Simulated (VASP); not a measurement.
TiO2:

```
Ti O
1.0
     5.58222    0.00000    0.00000
    -2.79111    4.83435    0.00000
     0.00000    0.00000    6.08247
Ti O
3 6
Direct
  0.46694 0.00000 0.33333
  0.00000 0.46694 0.66667
  0.53306 0.53306 0.00000
  0.58107 0.85143 0.12066
  0.72963 0.14857 0.54600
  0.27037 0.41893 0.78733
  0.85143 0.58107 0.87934
  0.14857 0.72963 0.45400
  0.41893 0.27037 0.21267
```

Base run:

```yaml
Program: VASP 6.6.1
Functional: PBEsol
Potentials_or_basis: VASP PAW PBE potentials, release 64 (Ti_sv, O)
Cutoff: 520 eV
k_mesh: 5 × 5 × 4
Occupations: fermi-dirac, width 0.05 eV
Spin: no spin polarisation
```

Its results: band gap on the k mesh 3.51 eV; pressure -0.9 GPa; largest force 0.099 eV/Å.

**Question.** The run is repeated on the same cell with these changes: functional from PBEsol to BLYP. What comes out?

**Answer.** Band gap on the k mesh 3.53 eV; pressure 4.6 GPa; largest force 0.254 eV/Å.

BLYP binds less tightly than PBEsol, so the same cell stands under more pressure.

Caveats: the PAW data sets were made with another functional, which shifts forces and pressure a little; an odd mesh through Γ misses points on the zone boundary, where band edges can lie; the cell stands under pressure (at least some runs).
